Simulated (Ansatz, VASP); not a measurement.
**Nb in VASP and in Ansatz**

The input INCAR:

```
SYSTEM = Nb
PREC = Accurate
ENCUT = 520
EDIFF = 1E-6
ISMEAR = -1
SIGMA = 0.1
LREAL = .False.
LASPH = .True.
NELM = 100
ALGO = Normal
ISIF = 2
LWAVE = .False.
LCHARG = .False.
GGA = B5
ALDAX = 1.0
AGGAX = 1.0
AGGAC = 1.0
ALDAC = 0.0
NBANDS = 20
```

KPOINTS

```
regular mesh
0
Gamma
  10 10 10
  0 0 0
```

File POSCAR:

```
Nb
1.0
    0.0000000000      2.8957790720      2.8957790720
    2.8957790720      0.0000000000      2.8957790720
    2.8957790720      2.8957790720      0.0000000000
Nb
2
Direct
    0.1250000000      0.1250000000      0.1250000000
    0.8750000000      0.8750000000      0.8750000000
```

Input for Ansatz:

```yaml
crystal:
  lattice:
    - [0.0, 2.895779072, 2.895779072]
    - [2.895779072, 0.0, 2.895779072]
    - [2.895779072, 2.895779072, 0.0]
  atoms:
    - { symbol: Nb, position: [0.125, 0.125, 0.125] }
    - { symbol: Nb, position: [0.875, 0.875, 0.875] }
hamiltonian:
  xc: blyp
  pseudopotentials:
    kind: paw
    azcp:
      Nb: "pseudopotentials/Nb.paw.azcp"
basis:
  ecutwfc: 420
  fft_grid_basis: typed
kpoints:
  mp_grid: { grid: [10, 10, 10], shift: [0, 0, 0] }
magnetization:
  spin_polarized: false
scf:
  occupations: { method: fermi_dirac, width: 0.1 }
  lower_state_search: "off"
output:
  stress: true
  write_density: true
  write_potential: true
  elf: true
  volumetric_format: npy
```

Alike in both runs: task single point; functional BLYP; k mesh 10 × 10 × 10; occupations fermi-dirac, width 0.1 eV; no spin polarisation.

|  | VASP | Ansatz |
| --- | --- | --- |
| version | VASP 6.6.1 | Ansatz 0.2.0 |
| potentials or method | VASP PAW PBE potentials, release 64 (Nb_sv), cutoff 520 eV | plane waves (420 eV) with PAW, scalar-relativistic |
| valence electrons in the cell | 26 | 26 |

|  | VASP | Ansatz | Ansatz less VASP |
| --- | --- | --- | --- |
| pressure (GPa) | 9.4 | 9.5 | +0.05 |

VASP's potentials were made for PBE, not for BLYP.
